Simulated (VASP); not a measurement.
# H (P1) in VASP: single point with PBE

Aim: the single point of H with PBE.

Program: VASP 6.6.1. These are calculated values, not measurements. Logs are shortened: lines on timing, memory, paths and dates and some standing lists are left out, and cuts for length are marked.

### 1 The cell of the first run

The typed cell holds 4 atoms: a = 3.840 Å, b = 3.840 Å, c = 5.047 Å, α = 90.00°, β = 90.00°, γ = 120.00°.

### 2 Single point, PBE (one atom moved)

INCAR

```
PREC     = Accurate       # precision mode
ENCUT    = 520            # plane-wave cutoff, eV
EDIFF    = 1E-7           # SCF threshold, eV
ISMEAR   = 0              # smearing method
SIGMA    = 0.02           # smearing width, eV
LREAL    = F              # projectors in reciprocal space
LASPH    = T              # aspherical terms in the spheres
NELM     = 60             # most SCF steps
ALGO     = Normal         # electronic algorithm
ISIF     = 2              # what is computed and relaxed
LWAVE    = F              # write WAVECAR
LCHARG   = F              # write CHGCAR
GGA      = PE             # functional
NBANDS   = 10             # bands
```

KPOINTS

```
Automatic mesh
0
Gamma
  9 9 6
```

POSCAR

```
H
1.0
    3.8401304226      0.0000000000      0.0000000000
   -1.9200652113      3.3256504998      0.0000000000
    0.0000000000      0.0000000000      5.0466615500
H
4
Direct
    0.3333333300      0.6666666700      0.1764958800
    0.6666666700      0.3333333300      0.6764958800
    0.7057278433      0.3333333300      0.8235041200
    0.3333333300      0.6666666700      0.3235041200
```

Potentials or basis: VASP PAW PBE potentials, release 64 (H).

Launch:

```bash
cat potpaw_PBE.64/H/POTCAR > POTCAR
mpirun -np 1 vasp_std > vasp.out
```

OUTCAR:

```text
PREC = Accurate
   ENCUT = 520
   EDIFF = 1E-7
   ISMEAR = 0
   LREAL = F
   LASPH = T
   NELM = 60
   ISIF = 2
   GGA = PE

 ion  position               nearest neighbor table
   1  0.333  0.667  0.176-   4 0.74
   2  0.667  0.333  0.676-   3 0.76
   3  0.706  0.333  0.824-   2 0.76
   4  0.333  0.667  0.324-   1 0.74

  LATTYP: Found a hexagonal cell.
 ALAT       =     3.8401304226
 C/A-ratio  =     1.3141901432

  Lattice vectors:

 A1 = (   3.8401304226,   0.0000000000,   0.0000000000)
 A2 = (  -1.9200652113,   3.3256504998,   0.0000000000)
 A3 = (   0.0000000000,   0.0000000000,   5.0466615500)

Analysis of symmetry for initial positions (statically):
=====================================================================
 Subroutine PRICEL returns:
 Original cell was already a primitive cell.

 Routine SETGRP: Setting up the symmetry group for a
 hexagonal supercell.

 Subroutine GETGRP returns: Found  1 space group operations
 (whereof  1 operations were pure point group operations)
 out of a pool of 24 trial point group operations.

The static configuration has the point symmetry C_1 .

Analysis of symmetry for dynamics (positions and initial velocities):
=====================================================================
 Subroutine PRICEL returns:
 Original cell was already a primitive cell.

 Routine SETGRP: Setting up the symmetry group for a
 hexagonal supercell.

 Subroutine GETGRP returns: Found  1 space group operations
 (whereof  1 operations were pure point group operations)
 out of a pool of 24 trial point group operations.

The dynamic configuration has the point symmetry C_1 .

 Subroutine INISYM returns: Found  1 space group operations
 (whereof  1 operations are pure point group operations),
 and found     1 'primitive' translations

----------------------------------------------------------------------------------------

                                     Primitive cell

  volume of cell :      64.4506

  direct lattice vectors                    reciprocal lattice vectors
     3.840130423  0.000000000  0.000000000     0.260407822  0.150346526  0.000000000
    -1.920065211  3.325650500  0.000000000     0.000000000  0.300693052  0.000000000
     0.000000000  0.000000000  5.046661550     0.000000000  0.000000000  0.198150795

  length of vectors
     3.840130423  3.840130423  5.046661550     0.300693052  0.300693052  0.198150795

  position of ions in fractional coordinates (direct lattice)
     0.333333330  0.666666670  0.176495880
     0.666666670  0.333333330  0.676495880
     0.705727843  0.333333330  0.823504120
     0.333333330  0.666666670  0.323504120

  ion indices of the primitive-cell ions
   primitive index   ion index
                 1           1
                 2           2
                 3           3
                 4           4

----------------------------------------------------------------------------------------

 KPOINTS: Automatic mesh

Automatic generation of k-mesh.
 Grid dimensions read from file:
 generate k-points for:    9    9    6

 Generating k-lattice:

  Cartesian coordinates                     Fractional coordinates (reciprocal lattice)
     0.028934202  0.016705170  0.000000000     0.111111111  0.000000000  0.000000000
     0.000000000  0.033410339  0.000000000     0.000000000  0.111111111  0.000000000
     0.000000000  0.000000000  0.033025133     0.000000000  0.000000000  0.166666667

  Length of vectors
     0.033410339  0.033410339  0.033025133

  Shift w.r.t. Gamma in fractional coordinates (k-lattice)
     0.000000000  0.000000000  0.000000000

 Subroutine IBZKPT returns following result:
 ===========================================

 Found    244 irreducible k-points:

 Following reciprocal coordinates:
            Coordinates               Weight
  0.000000  0.000000  0.000000      1.000000
  0.111111 -0.000000  0.000000      2.000000
  0.000000  0.111111  0.000000      2.000000
 -0.111111  0.111111  0.000000      2.000000
  0.222222 -0.000000  0.000000      2.000000
  0.000000  0.222222  0.000000      2.000000
[... 16 lines left out ...]
  0.333333  0.111111  0.000000      2.000000
 -0.111111  0.444444  0.000000      2.000000
 [... further k-points ...]
   k-points           NKPTS =    244   k-points in BZ     NKDIM =    244   number of bands    NBANDS=     10
   number of dos      NEDOS =    301   number of ions     NIONS =      4
   total plane-waves  NPLWV =  36000
   dimension x,y,z NGX =    30 NGY =   30 NGZ =   40
   dimension x,y,z NGXF=    60 NGYF=   60 NGZF=   80
   ions per type =               4
   NGX,Y,Z   is equivalent  to a cutoff of  12.99, 12.99, 13.18 a.u.
   NGXF,Y,Z  is equivalent  to a cutoff of  25.98, 25.98, 26.35 a.u.
 SYSTEM =  unknown system
   PREC   = accura    normal or accurate (medium, high low for compatibility)
   ISTART =      0    job   : 0-new  1-cont  2-samecut
   ICHARG =      2    charge: 1-file 2-atom 10-const
   ISPIN  =      1    spin polarized calculation?
   LNONCOLLINEAR =      F non collinear calculations
   LSORBIT =      F    spin-orbit coupling
   LASPH  =      T    aspherical Exc in radial PAW
   ENCUT  =  520.0 eV  38.22 Ry    6.18 a.u.   7.14  7.14  9.38*2*pi/ulx,y,z
   NELM   =     60;   NELMIN=  2; NELMDL= -5     # of ELM steps
   EDIFF  = 0.1E-06   stopping-criterion for ELM
   LREAL  =      F    real-space projection
   EDIFFG = 0.1E-05   stopping-criterion for IOM
   NSW    =      0    number of steps for IOM
   IBRION =     -1    ionic relax: 0-MD 1-quasi-New 2-CG
   NFREE  =      0    steps in history (QN), initial steepest desc. (CG)
   ISIF   =      2    stress and relaxation
   ISYM   =      2    0-nonsym 1-usesym 2-fastsym
   POTIM  = 0.5000    time-step for ionic-motion
   TEBEG  =    0.0;   TEEND  =   0.0 temperature during run
   PSTRESS=    0.0 pullay stress
   NELECT =       4.0000    total number of electrons
   NUPDOWN=      -1.0000    fix difference up-down
   EMIN   =  10.00;   EMAX   =-10.00  energy-range for DOS
   EFERMI =   0.00;   METHOD = LEGACY
   ISMEAR =     0;   SIGMA  =   0.02  broadening in eV -4-tet -1-fermi 0-gaus
   EFERMI_NEDOS =   21; number of points for ismear=-14 and -15
   IALGO  =     38    algorithm
   IMIX   =      4    mixing-type and parameters
     AMIX     =   0.40;   BMIX     =  1.00
     AMIX_MAG =   1.60;   BMIX_MAG =  1.00
  volume/ion in A,a.u.               =      16.11       108.73
  Fermi-wavevector in a.u.,A,eV,Ry     =   0.648165  1.224855  5.716059  0.420119
  Thomas-Fermi vector in A             =   1.716710
   LORBIT       =      0    0 simple, 1 ext, 2 COOP (PROOUT), +10 PAW based schemes
   GGA     = PE    functional components
   LHFCALC =     F    Hartree Fock is set to
   AEXX    =    0.0000 exact exchange contribution
   IVDW    =     0    specifies the selected vdW correction
   LEPSILON=     F    determine dielectric tensor
   LRPA    =     F    only Hartree local field effects (RPA)
 non-spin polarized calculation
 Gauss-broadening in eV      SIGMA  =   0.02
  energy-cutoff  :      520.00
  volume of cell :       64.45
 maximum number of plane-waves:      1773
 NGX is ok and might be reduce to    30
   NGX = 15   NGY = 15   NGZ = 19

 number of electron       4.0000003 magnetization

 Free energy of the ion-electron system (eV)
  ---------------------------------------------------
  ext. energy  EPLUGINS =         0.00000000
  ---------------------------------------------------
  free energy    TOTEN  =       -13.57532226 eV

  energy without entropy =      -13.57532226  energy(sigma->0) =      -13.57532226

 E-fermi :  -8.7986     XC(G=0):  -4.5773

 val. band max:       -8.8837845336   @ k =   0.0000   0.0000   0.0000
 cond. band min:       0.4462396948   @ k =   0.0000   0.0000   0.0000
 fundamental gap:      9.3300242284
 Fermi energy:        -8.7986434562

 k-point     1 :       0.0000    0.0000    0.0000
  band No.  band energies     occupation
      1     -10.2990      2.00000
      2      -8.8838      2.00000
      3       0.4462      0.00000
      4       3.0756      0.00000
      5       6.1523      0.00000
      6       7.4447      0.00000
      7       8.3074      0.00000
      8       8.5020      0.00000
      9       9.6054      0.00000
     10       9.8283      0.00000

 k-point     2 :       0.1111   -0.0000    0.0000
  band No.  band energies     occupation
      1     -10.2335      2.00000
      2      -8.8900      2.00000
      3       0.5898      0.00000
      4       2.8931      0.00000
      5       5.4710      0.00000
      6       7.2263      0.00000
      7       7.7280      0.00000
      8       8.2879      0.00000
      9      10.3748      0.00000
     10      10.5716      0.00000

 k-point     3 :       0.0000    0.1111    0.0000
  band No.  band energies     occupation
      1     -10.2346      2.00000
      2      -8.8887      2.00000
      3       0.5896      0.00000
      4       2.8832      0.00000
      5       5.5265      0.00000
      6       7.0882      0.00000
      7       7.8819      0.00000
      8       8.2362      0.00000
      9      10.3231      0.00000
     10      10.6222      0.00000
[... 248 lines left out ...]
 k-point    23 :       0.3333    0.1111    0.0000
  band No.  band energies     occupation
      1      -9.6318      2.00000
      2      -9.0676      2.00000
      3       1.6392      0.00000
      4       2.2471      0.00000
      5       3.5552      0.00000
      6       4.7231      0.00000
      7       5.1322      0.00000
      8       8.1846      0.00000
      9       9.0664      0.00000
     10       9.7465      0.00000

 k-point    24 :      -0.1111    0.4444    0.0000
  band No.  band energies     occupation
      1      -9.6596      2.00000
      2      -9.0354      2.00000
      3       1.5956      0.00000
      4       2.1649      0.00000
      5       3.6594      0.00000
      6       4.7545      0.00000
      7       5.2937      0.00000
      8       8.1173      0.00000
      9       8.9827      0.00000
     10       9.6149      0.00000

 [... further k-points ...]

------------------------ aborting loop because EDIFF is reached ----------------------------------------

  FORCE on cell =-STRESS in cart. coord.  units (eV):
  Direction    XX          YY          ZZ          XY          YZ          ZX
  --------------------------------------------------------------------------------------
  -------------------------------------------------------------------------------------
  Total       -0.0499176     -0.0424994      0.0096410      0.0034899      0.0001245     -0.0336963
  in kB       -1.2409030     -1.0564940      0.2396655      0.0867553      0.0030960     -0.8376563
  external PRESSURE =      -0.6859105 kB  Pullay stress =       0.0000000 kB

 VOLUME and BASIS-vectors are now :
 -----------------------------------------------------------------------------
  energy-cutoff  :      520.00
  volume of cell :       64.45
      direct lattice vectors                 reciprocal lattice vectors
     3.840130423  0.000000000  0.000000000     0.260407822  0.150346526  0.000000000
    -1.920065211  3.325650500  0.000000000     0.000000000  0.300693052  0.000000000
     0.000000000  0.000000000  5.046661550     0.000000000  0.000000000  0.198150795

 POSITION                                       TOTAL-FORCE (eV/Angst)
 -----------------------------------------------------------------------------------
     -0.00000      2.21710      0.89071         0.004883      0.000732     -0.298820
      1.92007      1.10855      3.41405         0.043742      0.000004      0.215575
      2.07007      1.10855      4.15595        -0.046241     -0.000436     -0.215716
     -0.00000      2.21710      1.63262        -0.002384     -0.000300      0.298961
 -----------------------------------------------------------------------------------
    total drift:                               -0.000061      0.000003     -0.000015

  FREE ENERGIE OF THE ION-ELECTRON SYSTEM (eV)
  ---------------------------------------------------
  free  energy   TOTEN  =       -13.5753222575 eV

  energy  without entropy=      -13.5753222575  energy(sigma->0) =      -13.57532226
```

Run time: 66 s. Hardware: 1 thread of Intel Xeon Platinum 8488C (Sapphire Rapids), shared host; peak memory 0.25 GiB.

Results:

| Property | Result |
| --- | --- |
| Free energy | -13.5753 eV |
| Pressure | -0.1 GPa |
| Largest force | 0.299 eV/Å |
| Band gap on the k mesh | 9.33 eV |

Forces on the atoms (eV/Å):
```
H    0.005  0.001 -0.299
H    0.044  0.000  0.216
H   -0.046  0.000 -0.216
H   -0.002  0.000  0.299
```

Caveat: the cell differs from its parent crystal (one atom moved); this functional lacks dispersion, which holds the molecules together, so the pressure and a relaxed volume are unreliable; an odd mesh through Γ misses points on the zone boundary, where band edges can lie.
